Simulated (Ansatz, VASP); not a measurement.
## Two plane-wave programs on SiC

File INCAR:

```
SYSTEM = SiC
ALGO     = Normal         ! electronic algorithm
EDIFF    = 1E-8           ! SCF threshold, eV
ENCUT    = 520            ! plane-wave cutoff, eV
GGA      = PE             ! functional
ISIF     = 2              ! what is computed and relaxed
ISMEAR   = -1             ! smearing method
LASPH    = .TRUE.         ! aspherical terms in the spheres
LCHARG   = .FALSE.        ! write CHGCAR
LEFG     = .TRUE.       
LREAL    = .FALSE.        ! projectors in reciprocal space
LWAVE    = .FALSE.        ! write WAVECAR
NBANDS   = 11             ! bands
NELM     = 60             ! most SCF steps
PREC     = Accurate       ! precision mode
SIGMA    = 0.05           ! smearing width, eV
```

The input KPOINTS:

```
k-points
0
G
  13 13 13
  0 0 0
```

Contents of POSCAR:

```
SiC
1.0
    0.0000000000      2.0563778596      2.0563778596
    2.0563778596      0.0000000000      2.0563778596
    2.0563778596      2.0563778596      0.0000000000
Si C
1 1
Direct
    0.0000000000      0.0000000000      0.0000000000
    0.5000000000      0.5000000000      0.5000000000
```

Input for Ansatz:

```yaml
crystal:
  lattice:
    - [0.0, 2.0563778596, 2.0563778596]
    - [2.0563778596, 0.0, 2.0563778596]
    - [2.0563778596, 2.0563778596, 0.0]
  atoms:
    - { symbol: Si, position: [0.0, 0.0, 0.0] }
    - { symbol: C, position: [0.5, 0.5, 0.5] }
kpoints:
  mp_grid: { grid: [13, 13, 13] }
scf:
  occupations: { method: fermi_dirac, width: 0.05 }
hamiltonian:
  xc: pbe
  pseudopotentials: { kind: paw }
output:
  forces: true
  stress: true
  eigenvalues: true
  efg: { contact_densities: true }
```

Change from the starting cell: volume scaled by 1.04, PAW files.

Alike in both runs: task electric field gradients; functional PBE; k mesh 13 × 13 × 13; occupations fermi-dirac, width 0.05 eV; no spin polarisation.

```csv
,VASP,Ansatz
version,VASP 6.6.1,Ansatz 0.2.0
potentials or method,"VASP PAW PBE potentials, release 64 (Si, C)","PAW with Ansatz's default frozen-core files, scalar-relativistic"
plane-wave cutoff (eV),520,420
valence electrons in the cell,8,8
```

```tsv
	VASP	Ansatz	Ansatz less VASP
pressure (GPa)	-9.1	-9.3	-0.18
```
